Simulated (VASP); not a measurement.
Write the native input for VASP 6.6.1 that does the following.

```
Task                   : single point
Functional             : LDA
Potentials or basis    : VASP PAW LDA potentials, release 64 (Si, O)
Cutoff                 : 520 eV
k mesh                 : 8 × 8 × 8
Occupations            : gaussian, width 0.02 eV
Spin                   : no spin polarisation
Dipole correction      : no
Further INCAR settings : ALGO = Normal; EDIFF = 1e-06; NBANDS = 25
```

The structure of SiO2 lies in POSCAR:

```
SiO2
1.0
   -2.4621612591      2.4621612591      3.6436921076
    2.4621612591     -2.4621612591      3.6436921076
    2.4621612591      2.4621612591     -3.6436921076
Si O
2 4
Direct
    0.0000000000      0.0000000000      0.0000000000
    0.7500000000      0.2500000000      0.5000000000
    0.9743669457      0.6250000000      0.8493669457
    0.3750000000      0.2243669457      0.3493669457
    0.7756330543      0.1250000000      0.1506330543
    0.8750000000      0.0256330543      0.6506330543
```

One way to write it, as run:

INCAR

```
ALGO = Normal
EDIFF = 1E-6
ENCUT = 520
GGA = CA
ISIF = 2
ISMEAR = 0
LASPH = T
LCHARG = F
LREAL = F
LWAVE = F
NBANDS = 25
NELM = 80
PREC = Accurate
SIGMA = 0.02
```

KPOINTS

```
k-points
0
Gamma
  8 8 8
```

Potentials or basis: VASP PAW LDA potentials, release 64 (Si, O).

Command:

```sh
$ cat potpaw_LDA.64/Si/POTCAR potpaw_LDA.64/O/POTCAR > POTCAR
$ mpirun -np 1 vasp_std > vasp.out
```

It gave:

```yaml
Pressure: 0.6 GPa
Largest_force: 0.028 eV/Å
Band_gap_on_the_k_mesh: 5.76 eV
```

It took 100 s on 1 thread of AMD EPYC 9R45 (Zen 5), on a shared host, peak memory 0.21 GiB.
